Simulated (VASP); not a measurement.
Set up this calculation in VASP 6.6.1, as the native input.

```
Task                   : single point
Functional             : LDA
Potentials or basis    : VASP PAW LDA potentials, release 64 (Be)
Cutoff                 : 520 eV
k mesh                 : 10 × 10 × 6
Occupations            : gaussian, width 0.01 eV
Spin                   : no spin polarisation
Dipole correction      : no
Further INCAR settings : ALGO = Normal; EDIFF = 1e-06; NBANDS = 9
```

The structure of Be lies in POSCAR:

```
Be
1.0
    2.2853000000      0.0000000000      0.0000000000
   -1.1426500000      1.9791278553      0.0000000000
    0.0000000000      0.0000000000      3.5842000000
Be
2
Direct
    0.6882380000      0.3384440000      0.7501790000
    0.3173940000      0.6567560000      0.2585440000
```

The input as run:

INCAR

```
PREC = Accurate ; ENCUT = 520
EDIFF = 1E-6 ; ISMEAR = 0
SIGMA = 0.01 ; LREAL = F
LASPH = T ; NELM = 80
ALGO = Normal ; ISIF = 2
LWAVE = F ; LCHARG = T
LELF = T ; LVHAR = T
NBANDS = 9
```

KPOINTS

```
Automatic mesh
0
Gamma
  10 10 6
```

Potentials or basis: VASP PAW LDA potentials, release 64 (Be).

The run is started by

```bash
$ cat potpaw_LDA.64/Be/POTCAR > POTCAR
$ mpirun -np 1 vasp_std > vasp.out
```

Results of the run:

| Item | Value |
| --- | --- |
| Pressure | -7.4 GPa |
| Largest force | 0.356 eV/Å |
| Band gap on the k mesh | zero (band 2 reaches 6.95 eV, above the bottom of band 3 at 6.25 eV) |

It took 20 s on 1 thread of AMD EPYC 7R13 Processor (Zen 3), on a shared host, peak memory 0.11 GiB.
